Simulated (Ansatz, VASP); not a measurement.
Ga2P in VASP and in Ansatz

Contents of INCAR:

```
SYSTEM = Ga2P
ALGO     = Normal         ! electronic algorithm
EDIFF    = 1E-6           ! SCF threshold, eV
EDIFFG   = -0.04          ! ionic threshold
ENCUT    = 600            ! plane-wave cutoff, eV
GGA      = PE             ! functional
IBRION   = 2              ! ionic algorithm
ISIF     = 3              ! what is computed and relaxed
ISMEAR   = 0              ! smearing method
LASPH    = .TRUE.         ! aspherical terms in the spheres
LCHARG   = .FALSE.        ! write CHGCAR
LREAL    = .FALSE.        ! projectors in reciprocal space
LWAVE    = .FALSE.        ! write WAVECAR
NELM     = 80             ! most SCF steps
NSW      = 90             ! ionic steps
PREC     = Accurate       ! precision mode
SIGMA    = 0.1            ! smearing width, eV
```

The input KPOINTS:

```
k-points
0
G
  4 4 4
  0 0 0
```

File POSCAR:

```
Ga2P
1.0
    0.0000000000      3.2413163700      3.2413163700
    3.2413163700      0.0000000000      3.2413163700
    3.2413163700      3.2413163700      0.0000000000
Ga P
2 1
Direct
    0.5000000000      0.5000000000      0.5000000000
    0.2500000000      0.2500000000      0.2500000000
    0.0000000000      0.0000000000      0.0000000000
```

Input for Ansatz:

```yaml
crystal:
  lattice:
    - [0.0, 3.24131637, 3.24131637]
    - [3.24131637, 0.0, 3.24131637]
    - [3.24131637, 3.24131637, 0.0]
  atoms:
    - { symbol: Ga, position: [0.5, 0.5, 0.5] }
    - { symbol: Ga, position: [0.25, 0.25, 0.25] }
    - { symbol: P, position: [0.0, 0.0, 0.0] }
basis:
  ecutwfc: 420
kpoints:
  mp_grid: { grid: [4, 4, 4] }
hamiltonian:
  xc: pbe
scf:
  occupations: { method: gaussian, width: 0.1 }
  lower_state_search: "off"
output:
  forces: true
  stress: true
  eigenvalues: true
relax:
  adjacent_minimum: "off"
  f_tol: 0.04
  max_steps: 70
  cell: { stress_tol: 0.4 }
```

Alike in both runs: task relaxation of cell and atoms; functional PBE; k mesh 4 × 4 × 4; occupations gaussian, width 0.1 eV; no spin polarisation.

```csv
,VASP,Ansatz
version,VASP 6.6.1,Ansatz 0.2.0
potentials or method,"VASP PAW PBE potentials, release 64 (Ga_d, P), cutoff 600 eV","scalar-relativistic, plane waves, PAW"
valence electrons in the cell,31,31
```

Ansatz gave:

* gap on the k mesh at the Fermi level, each at its own relaxed structure (eV): none
* relaxed volume (Å³/atom): 20.94
* relaxed cell length with the largest relative difference (Å): 4.462

Q: Estimate VASP's values.

A: gap on the k mesh at the Fermi level, each at its own relaxed structure (eV): none; relaxed volume (Å³/atom): 20.88; relaxed cell length with the largest relative difference (Å): 4.458.

A gap of «none» marks a metal or a gap that the smearing closes.

The k mesh is coarse, so the values compare programs but aren't converged.
